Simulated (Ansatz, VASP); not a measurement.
**CaSe in VASP and in Ansatz**

Contents of POSCAR:

```
CaSe
1.0
    0.0000000000      2.9940910000      2.9940910000
    2.9940910000      0.0000000000      2.9940910000
    2.9940910000      2.9940910000      0.0000000000
Ca Se
1 1
Direct
    0.0000000000      0.0000000000      0.0000000000
    0.5000000000      0.5000000000      0.5000000000
```

The input INCAR.step1:

```
SYSTEM = CaSe
PREC = Accurate
ENCUT = 520
ISMEAR = -1
SIGMA = 0.0192
LREAL = .False.
LASPH = .True.
NELM = 100
NBANDS = 15
GGA = PE
ALGO = Normal
EDIFF = 1E-4
LWAVE = .True.
LCHARG = .False.
```

The input INCAR.step2:

```
SYSTEM = CaSe
PREC = Accurate
ENCUT = 520
EDIFF = 1E-7
ISMEAR = -1
SIGMA = 0.0192
LREAL = .False.
LASPH = .True.
NELM = 100
ALGO = Normal
ISIF = 2
LWAVE = .False.
LCHARG = .True.
METAGGA = R2SCAN
LMIXTAU = .True.
LELF = .True.
LVHAR = .True.
NBANDS = 15
ISTART = 1
```

The input KPOINTS:

```
Automatic mesh
0
Gamma
  5 5 5
  0 0 0
```

Input for Ansatz:

```yaml
crystal:
  lattice:
    - [0.0, 2.994091, 2.994091]
    - [2.994091, 0.0, 2.994091]
    - [2.994091, 2.994091, 0.0]
  atoms:
    - { symbol: Ca, position: [0.0, 0.0, 0.0] }
    - { symbol: Se, position: [0.5, 0.5, 0.5] }
  symmetry: { tolerance: 0.0003 }
kpoints:
  mp_grid: { grid: [5, 5, 5], shift: [0, 0, 0] }
magnetization:
  spin_polarized: false
scf:
  occupations: { method: fermi_dirac, width: 0.0192 }
  n_extra_bands: 8
  algorithm: density_mixing
hamiltonian:
  pseudopotentials: { kind: paw }
  xc: r2scan
basis:
  ecutwfc: "600 eV"
output:
  forces: true
  stress: true
  eigenvalues: true
```

Alike in both runs: task single point; functional r2SCAN; k mesh 5 × 5 × 5; occupations fermi-dirac, width 0.0192 eV; no spin polarisation.

```csv
,VASP,Ansatz
version,VASP 6.6.1,Ansatz 0.2.0
potentials or method,"VASP PAW PBE potentials, release 64 (Ca_sv, Se), cutoff 520 eV",PAW plane waves
valence electrons in the cell,16,26
```

```csv
,VASP,Ansatz,Ansatz less VASP
gap on the k mesh at the Fermi level (eV),2.69,2.69,-0.001
pressure (GPa),-1.1,-1.3,-0.22
```

VASP's potentials were made for PBE, not for r2SCAN. VASP's potentials hold 16 valence electrons a cell and Ansatz's 26, so a difference there can come from the potentials and not from the codes.
